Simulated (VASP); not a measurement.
# Bi (P6_3/mmc) in VASP: a series of runs

The runs below take Bi through single point, with PBE.

Program: VASP 6.6.1. These are calculated values, not measurements. Logs are shortened: lines on timing, memory, paths and dates and some standing lists are left out, and cuts for length are marked.

### Step 1. The cell of the first run

The structure is hexagonal, space group P6_3/mmc (No. 194). The conventional cell has a = 4.509 Å, b = 4.509 Å, c = 11.750 Å, α = 90.00°, β = 90.00°, γ = 120.00°.

This isn't the form of Bi at room conditions, which is rhombohedral.

### Step 2. Single point, PBE (103.42 Å³/atom)

File INCAR:

```
PREC = Accurate ; ENCUT = 520
EDIFF = 1E-6 ; ISMEAR = -1
SIGMA = 0.03 ; LREAL = F
LASPH = T ; NELM = 80
ALGO = Normal ; ISIF = 2
LWAVE = F ; LCHARG = F
GGA = PE ; NBANDS = 22
```

File KPOINTS:

```
Automatic mesh
0
Gamma
  9 9 3
```

File POSCAR:

```
Bi
1.0
    4.5085362925      0.0000000000      0.0000000000
   -2.2542681463      3.9045069633      0.0000000000
    0.0000000000      0.0000000000     11.7496083461
Bi
2
Direct
    0.3333333333      0.6666666667      0.2500000000
    0.6666666667      0.3333333333      0.7500000000
```

Potentials or basis: VASP PAW PBE potentials, release 64 (Bi_d).

The run is started by

```sh
$ cat potpaw_PBE.64/Bi_d/POTCAR > POTCAR
$ mpirun -np 1 vasp_std > vasp.out
```

OUTCAR:

```text
PREC = Accurate
   ENCUT = 520
   EDIFF = 1E-6
   ISMEAR = -1
   LREAL = F
   LASPH = T
   NELM = 80
   ISIF = 2
   GGA = PE

 ion  position               nearest neighbor table
   1  0.333  0.667  0.250-
   2  0.667  0.333  0.750-

  LATTYP: Found a hexagonal cell.
 ALAT       =     4.5085362925
 C/A-ratio  =     2.6060804624

  Lattice vectors:

 A1 = (   4.5085362925,   0.0000000000,   0.0000000000)
 A2 = (  -2.2542681463,   3.9045069633,   0.0000000000)
 A3 = (   0.0000000000,   0.0000000000,  11.7496083461)

Analysis of symmetry for initial positions (statically):
=====================================================================
 Subroutine PRICEL returns:
 Original cell was already a primitive cell.

 Routine SETGRP: Setting up the symmetry group for a
 hexagonal supercell.

 Subroutine GETGRP returns: Found 24 space group operations
 (whereof 12 operations were pure point group operations)
 out of a pool of 24 trial point group operations.

The static configuration has the point symmetry D_3d.
 The point group associated with its full space group is D_6h.

Analysis of symmetry for dynamics (positions and initial velocities):
=====================================================================
 Subroutine PRICEL returns:
 Original cell was already a primitive cell.

 Routine SETGRP: Setting up the symmetry group for a
 hexagonal supercell.

 Subroutine GETGRP returns: Found 24 space group operations
 (whereof 12 operations were pure point group operations)
 out of a pool of 24 trial point group operations.

The dynamic configuration has the point symmetry D_3d.
 The point group associated with its full space group is D_6h.

 Subroutine INISYM returns: Found 24 space group operations
 (whereof 12 operations are pure point group operations),
 and found     1 'primitive' translations

----------------------------------------------------------------------------------------

                                     Primitive cell

  volume of cell :     206.8355

  direct lattice vectors                    reciprocal lattice vectors
[... 75 lines left out ...]
   NGXF,Y,Z  is equivalent  to a cutoff of  26.55, 26.55, 25.47 a.u.
 SYSTEM =  unknown system
   PREC   = accura    normal or accurate (medium, high low for compatibility)
   ISTART =      0    job   : 0-new  1-cont  2-samecut
   ICHARG =      2    charge: 1-file 2-atom 10-const
   ISPIN  =      1    spin polarized calculation?
   LNONCOLLINEAR =      F non collinear calculations
   LSORBIT =      F    spin-orbit coupling
   LASPH  =      T    aspherical Exc in radial PAW
   ENCUT  =  520.0 eV  38.22 Ry    6.18 a.u.   8.38  8.38 21.85*2*pi/ulx,y,z
   NELM   =     80;   NELMIN=  2; NELMDL= -5     # of ELM steps
   EDIFF  = 0.1E-05   stopping-criterion for ELM
   LREAL  =      F    real-space projection
   EDIFFG = 0.1E-04   stopping-criterion for IOM
   NSW    =      0    number of steps for IOM
   IBRION =     -1    ionic relax: 0-MD 1-quasi-New 2-CG
   NFREE  =      0    steps in history (QN), initial steepest desc. (CG)
   ISIF   =      2    stress and relaxation
   ISYM   =      2    0-nonsym 1-usesym 2-fastsym
   POTIM  = 0.5000    time-step for ionic-motion
   TEBEG  =    0.0;   TEEND  =   0.0 temperature during run
   PSTRESS=    0.0 pullay stress
   NELECT =      30.0000    total number of electrons
   NUPDOWN=      -1.0000    fix difference up-down
   EMIN   =  10.00;   EMAX   =-10.00  energy-range for DOS
   EFERMI =   0.00;   METHOD = LEGACY
   ISMEAR =    -1;   SIGMA  =   0.03  broadening in eV -4-tet -1-fermi 0-gaus
   EFERMI_NEDOS =   21; number of points for ismear=-14 and -15
   IALGO  =     38    algorithm
   IMIX   =      4    mixing-type and parameters
     AMIX     =   0.40;   BMIX     =  1.00
     AMIX_MAG =   1.60;   BMIX_MAG =  1.00
  volume/ion in A,a.u.               =     103.42       697.90
  Fermi-wavevector in a.u.,A,eV,Ry     =   0.860149  1.625445 10.066349  0.739856
  Thomas-Fermi vector in A             =   1.977610
   LORBIT       =      0    0 simple, 1 ext, 2 COOP (PROOUT), +10 PAW based schemes
   GGA     = PE    functional components
   LHFCALC =     F    Hartree Fock is set to
   AEXX    =    0.0000 exact exchange contribution
   IVDW    =     0    specifies the selected vdW correction
   LEPSILON=     F    determine dielectric tensor
   LRPA    =     F    only Hartree local field effects (RPA)
 non-spin polarized calculation
  energy-cutoff  :      520.00
  volume of cell :      206.84
 maximum number of plane-waves:      5612
 NGX is ok and might be reduce to    36
   NGX = 17   NGY = 17   NGZ = 43

 number of electron      29.9999997 magnetization

 Free energy of the ion-electron system (eV)
  ---------------------------------------------------
  ext. energy  EPLUGINS =         0.00000000
  ---------------------------------------------------
  free energy    TOTEN  =        -3.30880969 eV

  energy without entropy =       -3.28741752  energy(sigma->0) =       -3.29811360

 E-fermi :  -0.9748     XC(G=0):  -5.3777

 val. band max:       -0.9760202249   @ k =   0.3333   0.1111   0.3333
 cond. band min:      -0.9739557235   @ k =   0.3333  -0.0000   0.3333
 fundamental gap:      0.0020645013
 Fermi energy:        -0.9748428144

 k-point     1 :       0.0000    0.0000    0.0000
  band No.  band energies     occupation
      1     -23.7993      2.00000
      2     -23.7993      2.00000
      3     -23.7939      2.00000
      4     -23.7939      2.00000
      5     -23.7939      2.00000
      6     -23.7939      2.00000
[... 589 lines left out ...]
     21       4.6080      0.00000
     22       5.1359      0.00000

------------------------ aborting loop because EDIFF is reached ----------------------------------------

  FORCE on cell =-STRESS in cart. coord.  units (eV):
  Direction    XX          YY          ZZ          XY          YZ          ZX
  --------------------------------------------------------------------------------------
  -------------------------------------------------------------------------------------
  Total       -6.3503669     -6.3503669     -0.4736051      0.0000000      0.0000000     -0.0000000
  in kB      -49.1908396    -49.1908396     -3.6686124      0.0000000      0.0000000     -0.0000000
  external PRESSURE =     -34.0167639 kB  Pullay stress =       0.0000000 kB

 VOLUME and BASIS-vectors are now :
 -----------------------------------------------------------------------------
  energy-cutoff  :      520.00
  volume of cell :      206.84
      direct lattice vectors                 reciprocal lattice vectors
     4.508536292  0.000000000  0.000000000     0.221801475  0.128057141  0.000000000
    -2.254268146  3.904506963  0.000000000     0.000000000  0.256114283  0.000000000
     0.000000000  0.000000000 11.749608346     0.000000000  0.000000000  0.085109220

 POSITION                                       TOTAL-FORCE (eV/Angst)
 -----------------------------------------------------------------------------------
     -0.00000      2.60300      2.93740         0.000000     -0.000000      0.000000
      2.25427      1.30150      8.81221        -0.000000      0.000000      0.000000
 -----------------------------------------------------------------------------------
    total drift:                               -0.000000      0.000000      0.000000

  FREE ENERGIE OF THE ION-ELECTRON SYSTEM (eV)
  ---------------------------------------------------
  free  energy   TOTEN  =        -3.3088096863 eV

  energy  without entropy=       -3.2874175211  energy(sigma->0) =       -3.29811360
```

Run time: 2.2 min. Hardware: 1 thread of Intel Xeon 8259CL, shared host; peak memory 0.36 GiB.

What came out:

| Quantity | Value |
| --- | --- |
| Free energy | -3.3088 eV |
| Pressure | -3.4 GPa |
| Band gap on the k mesh | zero (bands 15 and 16 overlap by 2.20 eV) |

Caveat: the cell stands under tension; spin-orbit coupling is left out, which moves the levels of the heavy elements.

### Step 3. Single point, PBE (104.47 Å³/atom)

This run uses another cell than the first one.

File INCAR:

```
SYSTEM = Bi
ALGO = Normal
EDIFF = 1E-6
ENCUT = 520
GGA = PE
ISIF = 2
ISMEAR = -1
LASPH = .TRUE.
LCHARG = .FALSE.
LREAL = .FALSE.
LWAVE = .FALSE.
NBANDS = 22
NELM = 80
PREC = Accurate
SIGMA = 0.03
```

File KPOINTS:

```
k-points
0
G
  9 9 3
  0 0 0
```

File POSCAR:

```
Bi
1.0
    4.5238195833      0.0000000000      0.0000000000
   -2.2619097917      3.9177426814      0.0000000000
    0.0000000000      0.0000000000     11.7894378316
Bi
2
Direct
    0.3333333333      0.6666666667      0.2500000000
    0.6666666667      0.3333333333      0.7500000000
```

Potentials or basis: VASP PAW PBE potentials, release 64 (Bi_d).

The run is started by

```sh
$ cat potpaw_PBE.64/Bi_d/POTCAR > POTCAR
$ mpirun -np 1 vasp_std > vasp.out
```

It took 2.2 min on 1 thread of Intel Xeon 8259CL, shared host; peak memory 0.36 GiB.

Results (log left out):

```
Free energy            : -3.2647 eV
Pressure               : -3.3 GPa
Band gap on the k mesh : zero (bands 15 and 16 overlap by 2.17 eV)
```

Stress tensor (GPa, compression positive):
```
-4.84  0.00  0.00
 0.00 -4.84  0.00
 0.00  0.00 -0.35
```

Levels at points of the mesh, in eV from the Fermi level:
```tsv
k point	band 12	band 13	band 14	band 15	band 16	band 17	band 18	band 19
(0.00, 0.00, 0.00)	-10.30	-0.85	-0.34	1.46	1.46	1.47	1.47	3.05
```

Caveat: the cell stands under tension; spin-orbit coupling is left out, which moves the levels of the heavy elements.

### Step 4. Single point, PBE (106.58 Å³/atom)

This run uses another cell than the first one.

File INCAR:

```
SYSTEM = Bi
  PREC = Accurate
  ENCUT = 520
  EDIFF = 1E-6
  ISMEAR = -1
  SIGMA = 0.03
  LREAL = .FALSE.
  LASPH = .TRUE.
  NELM = 100
  ALGO = Normal
  ISIF = 2
  LWAVE = .FALSE.
  LCHARG = .FALSE.
  GGA = PE
  NBANDS = 22
```

File KPOINTS:

```
Automatic mesh
0
G
  9 9 3
  0 0 0
```

File POSCAR:

```
Bi
1.0
    4.5540801457      0.0000000000      0.0000000000
   -2.2770400729      3.9439490971      0.0000000000
    0.0000000000      0.0000000000     11.8682992920
Bi
2
Direct
    0.3333333333      0.6666666667      0.2500000000
    0.6666666667      0.3333333333      0.7500000000
```

The run is started by

```sh
$ cat potpaw_PBE.64/Bi_d/POTCAR > POTCAR
$ mpirun -np 1 vasp_std > vasp.out
```

Run time: 2.2 min. Hardware: 1 thread of Intel Xeon 8259CL, shared host; peak memory 0.37 GiB.

It converged, with:

| Quantity | Value |
| --- | --- |
| Free energy | -3.1786 eV |
| Pressure | -3.2 GPa |
| Band gap on the k mesh | zero (bands 15 and 16 overlap by 2.09 eV) |

Stress tensor (GPa, compression positive):
```
-4.69  0.00  0.00
 0.00 -4.69  0.00
 0.00  0.00 -0.33
```

Levels at points of the mesh, in eV from the Fermi level:
```
           k point  band 11  band 12  band 13  band 14  band 15  band 16  band 17  band 18  band 19  band 20
(0.00, 0.00, 0.00)   -10.30   -10.29    -0.82    -0.33     1.40     1.40     1.42     1.42     3.04     4.53
```

Caveat: the cell stands under tension; spin-orbit coupling is left out, which moves the levels of the heavy elements.

### Step 5. Single point, PBE (107.64 Å³/atom)

This run uses another cell than the first one.

File INCAR:

```
SYSTEM = Bi
PREC = Accurate
ENCUT = 520
EDIFF = 1E-7
ISMEAR = -1
SIGMA = 0.03
LREAL = .False.
LASPH = .True.
NELM = 80
ALGO = Normal
ISIF = 2
LWAVE = .False.
LCHARG = .True.
GGA = PE
LELF = .True.
LVHAR = .True.
NBANDS = 22
```

File KPOINTS:

```
Automatic mesh
0
Gamma
  9 9 3
  0 0 0
```

File POSCAR:

```
Bi
1.0
    4.5690607804      0.0000000000      0.0000000000
   -2.2845303902      3.9569227073      0.0000000000
    0.0000000000      0.0000000000     11.9073400314
Bi
2
Direct
    0.3333333333      0.6666666667      0.2500000000
    0.6666666667      0.3333333333      0.7500000000
```

Potentials or basis: VASP PAW PBE potentials, release 64 (Bi_d).

The run is started by

```sh
$ cat potpaw_PBE.64/Bi_d/POTCAR > POTCAR
$ mpirun -np 1 vasp_std > vasp.out
```

OUTCAR:

```text
SYSTEM = Bi
   PREC = Accurate
   ENCUT = 520
   EDIFF = 1E-7
   ISMEAR = -1
   LREAL = .False.
   LASPH = .True.
   NELM = 80
   ISIF = 2
   GGA = PE

 ion  position               nearest neighbor table
   1  0.333  0.667  0.250-
   2  0.667  0.333  0.750-

  LATTYP: Found a hexagonal cell.
 ALAT       =     4.5690607804
 C/A-ratio  =     2.6060804624

  Lattice vectors:

 A1 = (   4.5690607804,   0.0000000000,   0.0000000000)
 A2 = (  -2.2845303902,   3.9569227073,   0.0000000000)
 A3 = (   0.0000000000,   0.0000000000,  11.9073400314)

Analysis of symmetry for initial positions (statically):
=====================================================================
 Subroutine PRICEL returns:
 Original cell was already a primitive cell.

 Routine SETGRP: Setting up the symmetry group for a
 hexagonal supercell.

 Subroutine GETGRP returns: Found 24 space group operations
[... 157 lines left out ...]

 Free energy of the ion-electron system (eV)
  ---------------------------------------------------
  ext. energy  EPLUGINS =         0.00000000
  ---------------------------------------------------
  free energy    TOTEN  =        -3.13659697 eV

  energy without entropy =       -3.11362999  energy(sigma->0) =       -3.12511348

 E-fermi :  -1.1241     XC(G=0):  -5.2544

 val. band max:       -1.1242647842   @ k =   0.3333   0.0000   0.3333
 cond. band min:      -1.1234400830   @ k =   0.3333   0.1111   0.3333
 fundamental gap:      0.0008247012
 Fermi energy:        -1.1240757361

 k-point     1 :       0.0000    0.0000    0.0000
  band No.  band energies     occupation
      1     -23.9452      2.00000
      2     -23.9452      2.00000
      3     -23.9412      2.00000
      4     -23.9412      2.00000
      5     -23.9412      2.00000
      6     -23.9412      2.00000
[... 589 lines left out ...]
     21       4.4452      0.00000
     22       4.9590      0.00000

------------------------ aborting loop because EDIFF is reached ----------------------------------------

  FORCE on cell =-STRESS in cart. coord.  units (eV):
  Direction    XX          YY          ZZ          XY          YZ          ZX
  --------------------------------------------------------------------------------------
  -------------------------------------------------------------------------------------
  Total       -6.2051403     -6.2051403     -0.4293723      0.0000000      0.0000000      0.0000000
  in kB      -46.1809573    -46.1809573     -3.1955483      0.0000000      0.0000000      0.0000000
  external PRESSURE =     -31.8524876 kB  Pullay stress =       0.0000000 kB

 VOLUME and BASIS-vectors are now :
 -----------------------------------------------------------------------------
  energy-cutoff  :      520.00
  volume of cell :      215.28
      direct lattice vectors                 reciprocal lattice vectors
     4.569060780  0.000000000  0.000000000     0.218863361  0.126360821  0.000000000
    -2.284530390  3.956922707  0.000000000     0.000000000  0.252721641  0.000000000
     0.000000000  0.000000000 11.907340031     0.000000000  0.000000000  0.083981813

 POSITION                                       TOTAL-FORCE (eV/Angst)
 -----------------------------------------------------------------------------------
     -0.00000      2.63795      2.97684        -0.000000      0.000000      0.000000
      2.28453      1.31897      8.93051         0.000000     -0.000000      0.000000
 -----------------------------------------------------------------------------------
    total drift:                                0.000000     -0.000000      0.000000

  FREE ENERGIE OF THE ION-ELECTRON SYSTEM (eV)
  ---------------------------------------------------
  free  energy   TOTEN  =        -3.1365969718 eV

  energy  without entropy=       -3.1136299946  energy(sigma->0) =       -3.12511348
```

OSZICAR:

```text
N       E                     dE             d eps       ncg     rms          rms(c)
DAV:   1     0.261249502481E+03    0.26125E+03   -0.14205E+04  1112   0.116E+03
DAV:   2     0.172380560244E+02   -0.24401E+03   -0.24028E+03  1164   0.318E+02
DAV:   3    -0.247249152671E+01   -0.19711E+02   -0.19435E+02  1272   0.118E+02
DAV:   4    -0.312511201419E+01   -0.65262E+00   -0.65225E+00  1312   0.240E+01
DAV:   5    -0.314511791418E+01   -0.20006E-01   -0.20005E-01  1502   0.398E+00    0.776E-01
DAV:   6    -0.313295083250E+01    0.12167E-01   -0.34170E-02  1264   0.140E+00    0.496E-01
DAV:   7    -0.313500140141E+01   -0.20506E-02   -0.39470E-02  1206   0.120E+00    0.126E-01
DAV:   8    -0.313619468075E+01   -0.11933E-02   -0.27865E-03  1158   0.627E-01    0.525E-02
DAV:   9    -0.313652353075E+01   -0.32885E-03   -0.27110E-04  1218   0.797E-02    0.218E-02
DAV:  10    -0.313659047642E+01   -0.66946E-04   -0.66051E-05  1268   0.343E-02    0.319E-03
DAV:  11    -0.313659675407E+01   -0.62777E-05   -0.68465E-06  1200   0.167E-02    0.137E-03
DAV:  12    -0.313659692867E+01   -0.17460E-06   -0.94728E-07  1158   0.880E-03    0.538E-04
DAV:  13    -0.313659697182E+01   -0.43152E-07   -0.92653E-08   888   0.173E-03
   1 F= -.31365970E+01 E0= -.31251135E+01  d E =-.229670E-01
```

Wall time 2.4 min (1 thread of Intel Xeon 8259CL, shared host); peak memory 0.37 GiB.

What came out:

```yaml
Free_energy: -3.1366 eV
Pressure: -3.2 GPa
Band_gap_on_the_k_mesh: zero (bands 15 and 16 overlap by 2.06 eV)
```

Stress tensor (GPa, compression positive):
```
-4.62  0.00  0.00
 0.00 -4.62  0.00
 0.00  0.00 -0.32
```

Caveat: the cell stands under tension; spin-orbit coupling is left out, which moves the levels of the heavy elements.

### Step 6. The runs side by side

```tsv
cell	gap on the mesh (eV)	pressure (GPa)
a = 4.509, b = 4.509, c = 11.750 Å, angles 90.0, 90.0, 120.0°, 2 atoms	none	-3.4
a = 4.524, b = 4.524, c = 11.789 Å, angles 90.0, 90.0, 120.0°, 2 atoms	none	-3.3
a = 4.554, b = 4.554, c = 11.868 Å, angles 90.0, 90.0, 120.0°, 2 atoms	none	-3.2
a = 4.569, b = 4.569, c = 11.907 Å, angles 90.0, 90.0, 120.0°, 2 atoms	none	-3.2
```

Alike in all rows: task single point; level PBE; potentials or basis VASP PAW PBE potentials, release 64 (Bi_d); no spin polarisation; k mesh 9 × 9 × 3; cutoff (eV) 520; smearing fermi-dirac 0.03 eV.

Caveats: the cell stands under tension; spin-orbit coupling is left out, which moves the levels of the heavy elements.

Absolute energies hang on the potentials; compare differences alone.
